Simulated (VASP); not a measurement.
The system is GaSb2.

```xyz
3
Lattice="3.2326 0.0000 0.0000 -1.6163 2.7995 0.0000 0.0000 0.0000 7.8735" Properties=species:S:1:pos:R:3 pbc="T T T"
Ga    0.0000    0.0000    0.0000
Sb    0.0000    1.8663    5.2134
Sb    1.6163    0.9332    2.6601
```

```yaml
Program: VASP 6.6.1
Task: relaxation of cell and atoms
Functional: PBE
Potentials_or_basis: VASP PAW PBE potentials, release 64 (Ga_d, Sb)
Cutoff: 600 eV
k_mesh: 6 × 6 × 2
Occupations: gaussian, width 0.1 eV
Spin: no spin polarisation
```

At the start: pressure 5.3 GPa; volume 23.75 Å³/atom.

Where does the relaxation end?

Over 43 steps the energy falls by 69.0 meV/atom and the volume is 25.84 Å³/atom (+8.8 %); space group P-3m1 (No. 164, to 0.05 Å).

Step by step:
```csv
step,energy change (eV),largest force (eV/Å),pressure (GPa),volume (Å³)
1,0.0000,0.7321,5.28,71.25
3,-0.1259,0.2608,-0.45,77.84
5,-0.1376,0.1282,0.00,77.01
7,-0.1415,0.0972,-0.01,76.82
9,-0.1553,0.2790,0.16,75.76
11,0.5441,1.5778,10.80,70.40
13,-0.0147,0.8262,4.66,72.28
15,-0.1372,0.1536,2.43,73.07
17,-0.1520,0.0414,1.81,73.35
19,-0.1564,0.0733,1.53,73.67
21,-0.1607,0.0276,1.23,74.16
23,-0.1710,0.1395,-0.82,76.86
25,-0.1734,0.1302,-0.37,76.26
27,-0.1906,0.1736,0.23,75.81
29,-0.1960,0.0619,0.98,75.49
31,-0.1982,0.0422,1.03,75.56
33,-0.2007,0.0109,0.86,76.24
35,-0.2042,0.0460,0.25,77.05
37,-0.2046,0.0595,-0.04,77.41
39,-0.2047,0.0601,-0.04,77.39
41,-0.2059,0.0588,-0.02,77.42
43,-0.2070,0.0202,0.03,77.52
```

Final structure:
```
Ga Sb
1.0
     3.37247    0.00000    0.00000
    -1.68624    2.92065    0.00000
     0.00000    0.00000    7.87031
Ga Sb
1 2
Direct
  0.00000 0.00000 0.00000
  0.33333 0.66667 0.71551
  0.66667 0.33333 0.28449
```

Caveat: the k points lie up to 0.40 Å⁻¹ apart in the final cell.
